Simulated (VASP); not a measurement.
Write the native input for VASP 6.6.1 that does the following.

```
Task                   : single point
Functional             : PBE
Dispersion             : D3(BJ)
Potentials or basis    : VASP PAW PBE potentials, release 64 (Ag, Cl, H)
Cutoff                 : 520 eV
k mesh                 : 7 × 7 × 1
Occupations            : gaussian, width 0.05 eV
Spin                   : collinear spin
Starting moments       : [0.0, 0.0, 0.0, 0.0, 1.0] μB
Dipole correction      : yes
Further INCAR settings : ALGO = Normal; EDIFF = 1e-06; NBANDS = 30
```

The structure of Ag2HCl2 lies in POSCAR:

```
Ag2HCl2
1.0
    3.8966246593      0.0000000000      0.0000000000
    0.0000000000      3.8966246593      0.0000000000
    0.0000000000      0.0000000000     20.1478735173
Ag Cl H
2 2 1
Direct
    0.0000000000      0.0000000000      0.1985321179
    0.5000000000      0.5000000000      0.3337564577
    0.5000000000      0.5000000000      0.1985321179
    0.0000000000      0.0000000000      0.3398807081
    0.1250000000      0.1250000000      0.5036697053
```

One way to write it, as run:

INCAR

```
PREC = Accurate
ENCUT = 520
EDIFF = 1E-6
ISMEAR = 0
SIGMA = 0.05
LREAL = False
LASPH = True
NELM = 150
ALGO = Normal
ISIF = 2
LWAVE = False
LCHARG = True
ISPIN = 2
MAGMOM = 0 0 0 0 1
LORBIT = 11
LMAXMIX = 4
LDIPOL = True
IDIPOL = 3
DIPOL = 0.5 0.5 0.315
GGA = PE
IVDW = 12
LELF = True
LVHAR = True
LVACPOTAV = True
NBANDS = 30
```

KPOINTS

```
regular mesh
0
Gamma
  7 7 1
```

Potentials or basis: VASP PAW PBE potentials, release 64 (Ag, Cl, H).

Command:

```console
$ cat potpaw_PBE.64/Ag/POTCAR potpaw_PBE.64/Cl/POTCAR potpaw_PBE.64/H/POTCAR > POTCAR
$ mpirun -np 1 vasp_std > vasp.out
```

Results of the run:

The largest force is 0.264 eV/Å, the band gap on the k mesh is 1.12 eV (least direct gap 2.54 eV) and the net moment is 1.00 μB per cell. The site moments are Ag +0.00; Cl +0.00, +0.01; H +0.38 μB, the valence electrons inside the program's atomic spheres are Ag 9.68, 9.69; Cl 5.07; H 0.38 and the dispersion energy per atom is -0.178 eV.

Run time: 9.8 min on 1 thread of Intel(R) Xeon(R) Platinum 8259CL CPU @ 2.50GHz (Skylake/Cascade Lake) (shared host), peak memory 0.6 GiB.
